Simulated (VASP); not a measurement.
# AlN (Fm-3m) in VASP: a series of runs, part 2 of 2

VASP 6.6.1. The steps go on from the part before.

## 6. Single point, r2SCAN (volume changed by -3%)

POSCAR reads:

```
AlN
1.0
    0.0000000000      1.9984744645      1.9984744645
    1.9984744645      0.0000000000      1.9984744645
    1.9984744645      1.9984744645      0.0000000000
Al N
1 1
Direct
    0.0000000000      0.0000000000      0.0000000000
    0.5000000000      0.5000000000      0.5000000000
```

INCAR.step1 reads:

```
PREC = Accurate
ENCUT = 520
ISMEAR = 0
SIGMA = 0.01
LREAL = False
LASPH = True
NELM = 60
NBANDS = 11
GGA = PE
ALGO = Normal
EDIFF = 1E-4
LWAVE = True
LCHARG = False
```

INCAR.step2 reads:

```
PREC = Accurate
ENCUT = 520
EDIFF = 1E-6
ISMEAR = 0
SIGMA = 0.01
LREAL = False
LASPH = True
NELM = 60
ALGO = Normal
ISIF = 2
LWAVE = False
LCHARG = False
METAGGA = R2SCAN
LMIXTAU = True
NBANDS = 11
ISTART = 1
```

KPOINTS reads:

```
Automatic mesh
0
Gamma
  10 10 10
```

Potentials or basis: VASP PAW PBE potentials, release 64 (Al, N).

Launch:

```sh
cat potpaw_PBE.64/Al/POTCAR potpaw_PBE.64/N/POTCAR > POTCAR
cp INCAR.step1 INCAR
mpirun -np 1 vasp_std > vasp.out
cp INCAR.step2 INCAR
mpirun -np 1 vasp_std > vasp.out
```

OUTCAR:

```text
PREC = Accurate
   ENCUT = 520
   EDIFF = 1E-6
   ISMEAR = 0
   LREAL = False
   LASPH = True
   NELM = 60
   ISIF = 2
   METAGGA = R2SCAN
   ISTART = 1

 ion  position               nearest neighbor table
   1  0.000  0.000  0.000-   2 2.00   2 2.00   2 2.00   2 2.00   2 2.00   2 2.00
   2  0.500  0.500  0.500-   1 2.00   1 2.00   1 2.00   1 2.00   1 2.00   1 2.00

  LATTYP: Found a face centered cubic cell.
 ALAT       =     3.9969489290

  Lattice vectors:

 A1 = (   0.0000000000,   1.9984744645,   1.9984744645)
 A2 = (   1.9984744645,   0.0000000000,   1.9984744645)
 A3 = (   1.9984744645,   1.9984744645,   0.0000000000)

Analysis of symmetry for initial positions (statically):
=====================================================================
 Subroutine PRICEL returns:
 Original cell was already a primitive cell.

 Routine SETGRP: Setting up the symmetry group for a
 face centered cubic supercell.

 Subroutine GETGRP returns: Found 48 space group operations
 (whereof 48 operations were pure point group operations)
 out of a pool of 48 trial point group operations.

The static configuration has the point symmetry O_h .

Analysis of symmetry for dynamics (positions and initial velocities):
=====================================================================
 Subroutine PRICEL returns:
 Original cell was already a primitive cell.

 Routine SETGRP: Setting up the symmetry group for a
 face centered cubic supercell.

 Subroutine GETGRP returns: Found 48 space group operations
 (whereof 48 operations were pure point group operations)
 out of a pool of 48 trial point group operations.

The dynamic configuration has the point symmetry O_h .

 Subroutine INISYM returns: Found 48 space group operations
 (whereof 48 operations are pure point group operations),
 and found     1 'primitive' translations

----------------------------------------------------------------------------------------

                                     Primitive cell

  volume of cell :      15.9634

  direct lattice vectors                    reciprocal lattice vectors
     0.000000000  1.998474465  1.998474465    -0.250190838  0.250190838  0.250190838
     1.998474465  0.000000000  1.998474465     0.250190838 -0.250190838  0.250190838
     1.998474465  1.998474465  0.000000000     0.250190838  0.250190838 -0.250190838

  length of vectors
     2.826269692  2.826269692  2.826269692     0.433343242  0.433343242  0.433343242

  position of ions in fractional coordinates (direct lattice)
     0.000000000  0.000000000  0.000000000
     0.500000000  0.500000000  0.500000000

  ion indices of the primitive-cell ions
   primitive index   ion index
                 1           1
                 2           2

----------------------------------------------------------------------------------------

 KPOINTS: Automatic mesh

Automatic generation of k-mesh.
 Grid dimensions read from file:
 generate k-points for:   10   10   10

 Generating k-lattice:

  Cartesian coordinates                     Fractional coordinates (reciprocal lattice)
    -0.025019084  0.025019084  0.025019084     0.100000000  0.000000000  0.000000000
     0.025019084 -0.025019084  0.025019084     0.000000000  0.100000000  0.000000000
     0.025019084  0.025019084 -0.025019084     0.000000000  0.000000000  0.100000000

  Length of vectors
[... 38 lines left out ...]
   number of dos      NEDOS =    301   number of ions     NIONS =      2
   total plane-waves  NPLWV =  13824
   dimension x,y,z NGX =    24 NGY =   24 NGZ =   24
   dimension x,y,z NGXF=    48 NGYF=   48 NGZF=   48
   ions per type =               1   1
   NGX,Y,Z   is equivalent  to a cutoff of  14.12, 14.12, 14.12 a.u.
   NGXF,Y,Z  is equivalent  to a cutoff of  28.23, 28.23, 28.23 a.u.
 SYSTEM =  unknown system
   PREC   = accura    normal or accurate (medium, high low for compatibility)
   ISTART =      1    job   : 0-new  1-cont  2-samecut
   ICHARG =      0    charge: 1-file 2-atom 10-const
   ISPIN  =      1    spin polarized calculation?
   LNONCOLLINEAR =      F non collinear calculations
   LSORBIT =      F    spin-orbit coupling
   LASPH  =      T    aspherical Exc in radial PAW
   ENCUT  =  520.0 eV  38.22 Ry    6.18 a.u.   5.25  5.25  5.25*2*pi/ulx,y,z
   NELM   =     60;   NELMIN=  2; NELMDL=  0     # of ELM steps
   EDIFF  = 0.1E-05   stopping-criterion for ELM
   LREAL  =      F    real-space projection
   EDIFFG = 0.1E-04   stopping-criterion for IOM
   NSW    =      0    number of steps for IOM
   IBRION =     -1    ionic relax: 0-MD 1-quasi-New 2-CG
   NFREE  =      0    steps in history (QN), initial steepest desc. (CG)
   ISIF   =      2    stress and relaxation
   ISYM   =      2    0-nonsym 1-usesym 2-fastsym
   POTIM  = 0.5000    time-step for ionic-motion
   TEBEG  =    0.0;   TEEND  =   0.0 temperature during run
   PSTRESS=    0.0 pullay stress
   NELECT =       8.0000    total number of electrons
   NUPDOWN=      -1.0000    fix difference up-down
   EMIN   =  10.00;   EMAX   =-10.00  energy-range for DOS
   EFERMI =   0.00;   METHOD = LEGACY
   ISMEAR =     0;   SIGMA  =   0.01  broadening in eV -4-tet -1-fermi 0-gaus
   EFERMI_NEDOS =   21; number of points for ismear=-14 and -15
   IALGO  =     38    algorithm
   IMIX   =      4    mixing-type and parameters
     AMIX     =   0.40;   BMIX     =  1.00
     AMIX_MAG =   1.60;   BMIX_MAG =  1.00
  volume/ion in A,a.u.               =       7.98        53.86
  Fermi-wavevector in a.u.,A,eV,Ry     =   1.300358  2.457320 23.006507  1.690931
  Thomas-Fermi vector in A             =   2.431562
   LORBIT       =      0    0 simple, 1 ext, 2 COOP (PROOUT), +10 PAW based schemes
   METAGGA = R2SCAN    functional components
   LHFCALC =     F    Hartree Fock is set to
   AEXX    =    0.0000 exact exchange contribution
   IVDW    =     0    specifies the selected vdW correction
   LEPSILON=     F    determine dielectric tensor
   LRPA    =     F    only Hartree local field effects (RPA)
 non-spin polarized calculation
 Gauss-broadening in eV      SIGMA  =   0.01
  energy-cutoff  :      520.00
  volume of cell :       15.96
 maximum number of plane-waves:       444
 NGX is ok and might be reduce to    24
   NGX = 11   NGY = 11   NGZ = 11

 number of electron       7.9999999 magnetization

 Free energy of the ion-electron system (eV)
  ---------------------------------------------------
  ext. energy  EPLUGINS =         0.00000000
  ---------------------------------------------------
  free energy    TOTEN  =       -18.88539340 eV

  energy without entropy =      -18.88539340  energy(sigma->0) =      -18.88539340

 E-fermi :  10.2746     XC(G=0): -13.0513

 val. band max:       10.2252626117   @ k =   0.0000   0.0000   0.0000
 cond. band min:      16.0652423458   @ k =   0.5000   0.5000   0.0000
 fundamental gap:      5.8399797340
 Fermi energy:        10.2746332058

 k-point     1 :       0.0000    0.0000    0.0000
  band No.  band energies     occupation
      1      -8.4989      2.00000
      2      10.2253      2.00000
      3      10.2253      2.00000
      4      10.2253      2.00000
      5      17.2707      0.00000
      6      23.2537      0.00000
      7      23.2537      0.00000
      8      23.2537      0.00000
      9      29.0721      0.00000
     10      29.0721      0.00000
     11      29.1390      0.00000
[... 309 lines left out ...]
 k-point    24 :       0.4000    0.3000    0.0000
  band No.  band energies     occupation
      1      -5.3565      2.00000
      2       4.0547      2.00000
      3       7.2570      2.00000
      4       7.7830      2.00000
      5      17.3580      0.00000
      6      18.1575      0.00000
      7      23.9951      0.00000
      8      27.4922      0.00000
      9      28.4194      0.00000
     10      33.5149      0.00000
     11      37.1131      0.00000

 [... further k-points ...]

------------------------ aborting loop because EDIFF is reached ----------------------------------------

  FORCE on cell =-STRESS in cart. coord.  units (eV):
  Direction    XX          YY          ZZ          XY          YZ          ZX
  --------------------------------------------------------------------------------------
  -------------------------------------------------------------------------------------
  Total        0.8049721      0.8049721      0.8049721     -0.0000000      0.0000000     -0.0000000
  in kB       80.7914849     80.7914849     80.7914849     -0.0000000      0.0000000     -0.0000000
  external PRESSURE =      80.7914849 kB  Pullay stress =       0.0000000 kB

 VOLUME and BASIS-vectors are now :
 -----------------------------------------------------------------------------
  energy-cutoff  :      520.00
  volume of cell :       15.96
      direct lattice vectors                 reciprocal lattice vectors
     0.000000000  1.998474465  1.998474465    -0.250190838  0.250190838  0.250190838
     1.998474465  0.000000000  1.998474465     0.250190838 -0.250190838  0.250190838
     1.998474465  1.998474465  0.000000000     0.250190838  0.250190838 -0.250190838

 POSITION                                       TOTAL-FORCE (eV/Angst)
 -----------------------------------------------------------------------------------
      0.00000      0.00000      0.00000        -0.000000      0.000000      0.000000
      1.99847      1.99847      1.99847         0.000000     -0.000000     -0.000000
 -----------------------------------------------------------------------------------
    total drift:                               -0.000000     -0.000000      0.000000

  FREE ENERGIE OF THE ION-ELECTRON SYSTEM (eV)
  ---------------------------------------------------
  free  energy   TOTEN  =       -18.8853933982 eV

  energy  without entropy=      -18.8853933982  energy(sigma->0) =      -18.88539340
```

OUTCAR.step1:

```text
PREC = Accurate
   ENCUT = 520
   ISMEAR = 0
   LREAL = False
   LASPH = True
[... 558 lines left out ...]
      0.00000      0.00000      0.00000         0.000000     -0.000000     -0.000000
      1.99847      1.99847      1.99847        -0.000000      0.000000      0.000000
 -----------------------------------------------------------------------------------
    total drift:                               -0.000000     -0.000000      0.000000

  FREE ENERGIE OF THE ION-ELECTRON SYSTEM (eV)
  ---------------------------------------------------
  free  energy   TOTEN  =       -14.5057220566 eV

  energy  without entropy=      -14.5057220566  energy(sigma->0) =      -14.50572206
```

It took 29 s on 1 thread of Intel Xeon Platinum 8488C (Sapphire Rapids), shared host; peak memory 0.14 GiB.

What came out:

```
Free energy            : -18.8854 eV
Pressure               : 8.1 GPa
Band gap on the k mesh : 5.84 eV, indirect (least direct gap 7.05 eV)
```

Levels at points of the mesh, in eV from the valence-band top:
| k point | band 1 | band 2 | band 3 | band 4 | band 5 | band 6 | band 7 | band 8 | band 9 |
| --- | --- | --- | --- | --- | --- | --- | --- | --- | --- |
| (0.00, 0.00, 0.00) | -18.72 | 0.00 | 0.00 | 0.00 | 7.05 | 13.03 | 13.03 | 13.03 | 18.85 |
| (0.50, 0.00, 0.00) | -15.34 | -8.67 | -1.22 | -1.22 | 7.14 | 12.20 | 12.20 | 15.18 | 17.89 |
| (0.50, 0.50, 0.00) | -14.33 | -7.79 | -2.99 | -2.99 | 5.84 | 5.92 | 15.82 | 19.28 | 19.28 |

Caveat: the PAW data sets were made with another functional, which shifts forces and pressure a little.

## 7. The runs side by side

```csv
level,cell,k mesh,gap on the mesh (eV),pressure (GPa)
PBE,"a = 2.907 Å, angles 60.0°, 2 atoms",8 × 8 × 8,4.14,-7.3
PBE,"a = 2.935 Å, angles 60.0°, 2 atoms",8 × 8 × 8,3.87,-13.3
PBE,"a = 2.855 Å, angles 60.0°, 2 atoms",10 × 10 × 10,4.65,6.1
r2SCAN,"a = 2.797 Å, angles 60.0°, 2 atoms",10 × 10 × 10,5.86,18.4
r2SCAN,"a = 2.826 Å, angles 60.0°, 2 atoms",10 × 10 × 10,5.84,8.1
```

Alike in all rows: task single point; potentials or basis VASP PAW PBE potentials, release 64 (Al, N); no spin polarisation; cutoff (eV) 520; smearing gaussian 0.01 eV.

Caveats: the PAW data sets were made with another functional, which shifts forces and pressure a little (some runs).

Absolute energies hang on the potentials; compare differences alone.
